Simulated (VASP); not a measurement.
A run of VASP 6.6.1 is set up as follows.

POSCAR

```
TiSi2
1.0
    0.0000000000      4.1180000000      4.2615000000
    2.3865000000      0.0000000000      4.2615000000
    2.3865000000      4.1180000000      0.0000000000
Ti Si
2 4
Direct
    0.7500000000      0.7500000000      0.7500000000
    0.5000000000      0.5000000000      0.5000000000
    0.0873665143      0.4126334857      0.0873665143
    0.4126334857      0.0873665143      0.4126334857
    0.1626334857      0.8373665143      0.1626334857
    0.8373665143      0.1626334857      0.8373665143
```

INCAR.step1

```
PREC = Accurate ; ENCUT = 520
ISMEAR = 0 ; SIGMA = 0.1
LREAL = False ; LASPH = True
NELM = 60 ; NBANDS = 29
GGA = PE ; ALGO = Normal
EDIFF = 1E-4 ; LWAVE = True
LCHARG = False
```

Contents of INCAR.step2:

```
PREC = Accurate ; ENCUT = 520
EDIFF = 1E-7 ; ISMEAR = 0
SIGMA = 0.1 ; LREAL = False
LASPH = True ; NELM = 60
ALGO = Normal ; ISIF = 2
LWAVE = False ; LCHARG = False
METAGGA = R2SCAN ; LMIXTAU = True
NBANDS = 29 ; ISTART = 1
```

KPOINTS

```
Automatic mesh
0
Gamma
  10 10 10
```

Potentials or basis: VASP PAW PBE potentials, release 64 (Ti_sv, Si).

Run with:

```sh
$ cat potpaw_PBE.64/Ti_sv/POTCAR potpaw_PBE.64/Si/POTCAR > POTCAR
$ cp INCAR.step1 INCAR
$ mpirun -np 1 vasp_std > vasp.out
$ cp INCAR.step2 INCAR
$ mpirun -np 1 vasp_std > vasp.out
```

Question: Predict the pressure.

Answer: 0.3 GPa.

Question: Estimate the largest force.

Answer: 0.009 eV/Å.

Question: Predict the band gap on the k mesh.

Answer: Zero (band 20 reaches 10.98 eV, above the bottom of band 21 at 8.98 eV).

Stress tensor (GPa, compression positive):
```
0.82 0.00 0.00
0.00 0.21 0.00
0.00 0.00 0.02
```

Caveat: the PAW data sets were made with another functional, which shifts forces and pressure a little.
